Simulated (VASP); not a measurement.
TePb (rocksalt type), 2 atoms in the cell. The structure is cubic, space group Fm-3m (No. 225). The conventional cell has a = 6.567 Å, b = 6.567 Å, c = 6.567 Å, α = 90.00°, β = 90.00°, γ = 90.00°. Within 4.3 Å of Pb (site symmetry m-3m) lie 6 Te at 3.28 Å. Te (site symmetry m-3m) has 6 Pb at 3.28 Å within 4.3 Å. 

* Program: VASP 6.6.1
* Task: single point
* Functional: PBE
* Potentials or basis: VASP PAW PBE potentials, release 64 (Pb_d, Te)
* Cutoff: 520 eV
* k mesh: 9 × 9 × 9
* Occupations: fermi-dirac, width 0.03 eV
* Spin: non-collinear spin, zero start, spin-orbit coupling
* Starting moments: [[0.0, 0.0, 0.0], [0.0, 0.0, 0.0]] μB
* Dipole correction: no
* Further INCAR settings: ALGO = Normal; EDIFF = 1e-07; NBANDS = 32

Potentials or basis: VASP PAW PBE potentials, release 64 (Pb_d, Te).

Command:

```sh
$ cat potpaw_PBE.64/Pb_d/POTCAR potpaw_PBE.64/Te/POTCAR > POTCAR
$ mpirun -np 1 vasp_ncl > vasp.out
```

Hardware: 1 thread of Intel(R) Xeon(R) Platinum 8375C CPU @ 2.90GHz (Ice Lake), on a shared host.

Task: How long does it take, and how much memory?

Result: Run time: 3 min on 1 thread of Intel(R) Xeon(R) Platinum 8375C CPU @ 2.90GHz (Ice Lake) (shared host), peak memory 0.46 GiB. Counts: scf iterations 15, k points 35.
